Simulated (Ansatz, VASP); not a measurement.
## Ru in VASP and in Ansatz

```
Ru
1.0
     2.67526    0.00000    0.00000
    -1.33763    2.31684    0.00000
     0.00000    0.00000    4.22300
Ru
2
Cartesian
  0.0000 0.0000 0.0000
  0.0000 1.5446 2.1115
```

Alike in both runs: functional LDA; k mesh 23 × 23 × 13; no spin polarisation.

Ansatz relaxed the structure, and its values are those at the end. VASP's run is a single point on that final structure, the one shown.

```csv
,VASP,Ansatz
version,VASP 6.6.1,Ansatz 0.2.0
potentials or method,"VASP PAW LDA potentials, release 64 (Ru_pv)","plane-wave PAW, scalar-relativistic"
plane-wave cutoff (eV),500,420
occupations,"methfessel-paxton of order 1, width 0.1 eV","cold, width 0.1 eV"
valence electrons in the cell,28,32
```

|  | VASP | Ansatz | Ansatz less VASP |
| --- | --- | --- | --- |
| pressure (GPa) | 0.9 | 0.0 | -0.92 |

Ansatz warns that its potentials were made for another functional, while VASP's fit it. LDA's correlation is that of Perdew and Zunger in VASP and of Perdew and Wang (1992) in Ansatz. VASP's potentials hold 28 valence electrons a cell and Ansatz's 32, so a difference there can come from the potentials and not from the codes.
